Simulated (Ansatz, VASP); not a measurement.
# Cs4Zn in VASP and in Ansatz

```
Cs Zn
1.0
    -4.85724    4.85724    4.57204
     4.85724   -4.85724    4.57204
     4.85724    4.85724   -4.57204
Cs Zn
4 1
Direct
  0.43353 0.93353 0.86707
  0.06647 0.56647 0.13293
  0.93353 0.06647 0.50000
  0.56647 0.43353 0.50000
  0.50000 0.50000 0.00000
```

Alike in both runs: functional PBE; k mesh 6 × 6 × 6; occupations gaussian, width 0.1 eV; no spin polarisation.

Ansatz relaxed the structure, and its values are those at the end. VASP's run is a single point on that final structure, the one shown.

|  | VASP | Ansatz |
| --- | --- | --- |
| version | VASP 6.6.1 | Ansatz 0.2.0 |
| potentials or method | VASP PAW PBE potentials, release 64 (Cs_sv, Zn), cutoff 520 eV | scalar-relativistic, plane waves, PAW |
| valence electrons in the cell | 48 | 48 |

```tsv
	VASP	Ansatz	Ansatz less VASP
gap on the k mesh at the Fermi level (eV)	none	none	-
pressure (GPa)	0.0	0.0	+0.01
```

A gap of «none» marks a metal or a gap that the smearing closes.

Neither program's run includes spin-orbit coupling.
